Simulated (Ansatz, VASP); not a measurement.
Ge: VASP beside Ansatz

```
Ge
1.0
     3.82181    0.00000    0.00000
     0.00000    4.12393    0.00000
     0.00000    0.00000    5.23552
Ge
4
Direct
  0.50000 0.00000 0.75391
  0.50000 0.00000 0.24609
  0.00000 0.50000 0.00000
  0.00000 0.00000 0.00000
```

Alike in both runs: task single point; functional PBE; k mesh 4 × 4 × 4; occupations gaussian, width 0.1 eV; no spin polarisation.

|  | VASP | Ansatz |
| --- | --- | --- |
| version | VASP 6.6.1 | Ansatz 0.2.0 |
| potentials or method | VASP PAW PBE potentials, release 64 (Ge_d), cutoff 520 eV | scalar-relativistic, plane waves, PAW |
| valence electrons in the cell | 56 | 56 |

|  | VASP | Ansatz | Ansatz less VASP |
| --- | --- | --- | --- |
| gap on the k mesh at the Fermi level (eV) | none | none | - |
| rms of the force components (eV/Å) | 1.668 | 1.660 | -0.0082 |

Atom by atom the forces differ by 0.008 eV/Å (rms over components). A gap of «none» marks a metal or a gap that the smearing closes.

The k mesh is coarse, so the values compare programs but aren't converged.
